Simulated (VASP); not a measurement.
Runs of VASP 6.6.1 on KRu4. The structure is that of space group P6/mmm (No. 191), or close to it. The cells are those of the table. The cell was generated, and may not be a known phase.

```tsv
task	cell	k mesh	cutoff (eV)	gap on the mesh (eV)	pressure (GPa)
single point	a = 4.472, b = 4.472, c = 6.086 Å, angles 90.0, 90.0, 120.0°, 5 atoms	6 × 6 × 4	520	none	-7.2
single point	a = 4.819, b = 4.819, c = 4.693 Å, angles 90.0, 90.0, 120.0°, 5 atoms	6 × 6 × 4	520	none	0.4
relaxation of cell and atoms	relaxed from a = 4.472, b = 4.472, c = 6.086 Å, angles 90.0, 90.0, 120.0°, 5 atoms	6 × 6 × 4	600	none	0.1
single point	a = 4.832, b = 4.832, c = 4.700 Å, angles 90.0, 90.0, 120.0°, 5 atoms	12 × 12 × 8	520	none	(a)
```

Alike in all rows: level PBE; potentials or basis VASP PAW PBE potentials, release 64 (K_sv, Ru_pv); no spin polarisation; smearing gaussian 0.1 eV.

Estimate the missing entries.

(a) 0.3.

Caveats: the stress differs along the axes, from -25 to 2 GPa (at least some runs); a cell axis changed by over 15 % at a fixed basis, so the end point is rough (at least some runs).

A k mesh can miss the band edges, and the runs leave out spin-orbit coupling on Ru.

A gap of «none» marks levels without a gap at the run's occupations.
